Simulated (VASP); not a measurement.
Here is a VASP 6.6.1 calculation.

File INCAR:

```
PREC = Accurate
ENCUT = 520
EDIFF = 1E-6
ISMEAR = 0
SIGMA = 0.02
LREAL = F
LASPH = T
NELM = 100
ALGO = Normal
ISIF = 2
LWAVE = F
LCHARG = F
GGA = PE
NBANDS = 28
```

File KPOINTS:

```
Automatic mesh
0
Gamma
  8 8 8
```

The input POSCAR:

```
BaTiO3
1.0
    3.9721001661      0.0000000000      0.0000000000
    0.0000000000      2.8906399389      2.9160034571
    0.0000000000     -2.8906399389      2.9160034571
Ba Ti O
1 1 3
Direct
    0.0000000000      0.0117240323      0.0117240323
    0.5000000000      0.5279398980      0.5279398980
    0.0000000000      0.4873472767      0.4873472767
    0.5000000000      0.4933592799      0.9765095131
    0.5000000000      0.9765095131      0.4933592799
```

Potentials or basis: VASP PAW PBE potentials, release 64 (Ba_sv, Ti_sv, O).

Command:

```console
$ cat potpaw_PBE.64/Ba_sv/POTCAR potpaw_PBE.64/Ti_sv/POTCAR potpaw_PBE.64/O/POTCAR > POTCAR
$ mpirun -np 1 vasp_std > vasp.out
```

Question: Estimate the band gap on the k mesh.

Answer: 2.35 eV (least direct gap 2.89 eV).

Question: Predict the pressure.

Answer: 1.6 GPa.

Stress tensor (GPa, compression positive):
```
1.54 0.00 0.00
0.00 1.63 0.00
0.00 0.00 1.56
```

Caveat: spin-orbit coupling is left out, which moves the levels of the heavy elements. A k mesh can miss the band edges.
